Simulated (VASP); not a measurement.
Wanted: the native input for a VASP 6.6.1 run.

```yaml
Task: single point
Functional: r2SCAN
Potentials_or_basis: VASP PAW PBE potentials, release 64 (Al, O)
Cutoff: 520 eV
k_mesh: 12 × 12 × 4
Occupations: gaussian, width 0.05 eV
Spin: no spin polarisation
Dipole_correction: no
Further_INCAR_settings: ALGO = Normal; EDIFF = 1e-07; NBANDS = 20
```

The system is Al2O3.

```xyz
5
Lattice="2.7978 0.0000 0.0000 -1.3989 2.4230 0.0000 0.0000 0.0000 9.0567" Properties=species:S:1:pos:R:3 pbc="T T T"
Al    0.0000    0.0000    1.3584
Al    0.0000    0.0000    7.6982
O     0.0000    1.6153    2.0134
O     1.3989    0.8077    0.0000
O     0.0000    1.6153    7.0432
```

This cell differs from its parent crystal: strain -0.030 along x and y, -0.030 along z.

The input as run:

POSCAR

```
Al2O3
1.0
    2.7977951999      0.0000000000      0.0000000000
   -1.3988976000      2.4229617176      0.0000000000
    0.0000000000      0.0000000000      9.0566518262
Al O
2 3
Direct
    0.0000000000      0.0000000000      0.1499923300
    0.0000000000      0.0000000000      0.8500076700
    0.3333333333      0.6666666667      0.2223169200
    0.6666666667      0.3333333333      0.0000000000
    0.3333333333      0.6666666667      0.7776830800
```

INCAR.step1

```
SYSTEM = Al2O3
PREC     = Accurate       ! precision mode
ENCUT    = 520            ! plane-wave cutoff, eV
ISMEAR   = 0              ! smearing method
SIGMA    = 0.05           ! smearing width, eV
LREAL    = .FALSE.        ! projectors in reciprocal space
LASPH    = .TRUE.         ! aspherical terms in the spheres
NELM     = 80             ! most SCF steps
NBANDS   = 20             ! bands
GGA      = PE             ! functional
ALGO     = Normal         ! electronic algorithm
EDIFF    = 1E-4           ! SCF threshold, eV
LWAVE    = .TRUE.         ! write WAVECAR
LCHARG   = .FALSE.        ! write CHGCAR
```

INCAR.step2

```
SYSTEM = Al2O3
PREC     = Accurate       ! precision mode
ENCUT    = 520            ! plane-wave cutoff, eV
EDIFF    = 1E-7           ! SCF threshold, eV
ISMEAR   = 0              ! smearing method
SIGMA    = 0.05           ! smearing width, eV
LREAL    = .FALSE.        ! projectors in reciprocal space
LASPH    = .TRUE.         ! aspherical terms in the spheres
NELM     = 80             ! most SCF steps
ALGO     = Normal         ! electronic algorithm
ISIF     = 2              ! what is computed and relaxed
LWAVE    = .FALSE.        ! write WAVECAR
LCHARG   = .FALSE.        ! write CHGCAR
METAGGA  = R2SCAN         ! meta-GGA
LMIXTAU  = .TRUE.       
NBANDS   = 20             ! bands
ISTART   = 1
```

KPOINTS

```
Automatic mesh
0
G
  12 12 4
  0 0 0
```

Potentials or basis: VASP PAW PBE potentials, release 64 (Al, O).

Launch:

```console
$ cat potpaw_PBE.64/Al/POTCAR potpaw_PBE.64/O/POTCAR > POTCAR
$ cp INCAR.step1 INCAR
$ mpirun -np 1 vasp_std > vasp.out
$ cp INCAR.step2 INCAR
$ mpirun -np 1 vasp_std > vasp.out
```

Results of the run:

```json
{
  "Pressure": "10.7 GPa",
  "Largest force": "0.804 eV/Å",
  "Band gap on the k mesh": "6.45 eV (least direct gap 6.73 eV)"
}
```

Caveat: the cell differs from its parent crystal (strain -0.030 along x and y, -0.030 along z); the stress differs along the axes, from 7 to 13 GPa; the PAW data sets were made with another functional, which shifts forces and pressure a little.

It took 13 min on 1 thread of AMD EPYC 7R13, with other jobs on the host, peak memory 0.2 GiB.
